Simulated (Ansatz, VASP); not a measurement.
## Two plane-wave programs on KHfO2

```
K Hf O
1.0
     3.26343   -6.00687    0.00000
     3.26343    6.00687    0.00000
     0.00000    0.00000    5.92059
K Hf O
2 2 4
Direct
  0.89679 0.10321 0.25000
  0.10321 0.89679 0.75000
  0.46400 0.53600 0.75000
  0.53600 0.46400 0.25000
  0.29621 0.29621 0.00000
  0.70379 0.70379 0.50000
  0.29621 0.29621 0.50000
  0.70379 0.70379 0.00000
```

Alike in both runs: functional PBE; k mesh 8 × 8 × 6; occupations gaussian, width 0.1 eV; no spin polarisation.

Ansatz relaxed the structure, and its values are those at the end. VASP's run is a single point on that final structure, the one shown.

|  | VASP | Ansatz |
| --- | --- | --- |
| version | VASP 6.6.1 | Ansatz 0.2.0 |
| potentials or method | VASP PAW PBE potentials, release 64 (K_sv, Hf_pv, O), cutoff 520 eV | scalar-relativistic, plane waves, PAW |
| valence electrons in the cell | 62 | 94 |

|  | VASP | Ansatz | Ansatz less VASP |
| --- | --- | --- | --- |
| gap on the k mesh at the Fermi level (eV) | none | none | - |
| pressure (GPa) | -0.5 | 0.0 | +0.55 |
| rms of the force components (eV/Å) | 0.089 | 0.000 | -0.0885 |

A gap of «none» marks a metal or a gap that the smearing closes. With one functional, cell and mesh, what is left measures potentials, basis and numerics. VASP's potentials hold 62 valence electrons a cell and Ansatz's 94, so a difference there can come from the potentials and not from the codes.

Neither program's run includes spin-orbit coupling.
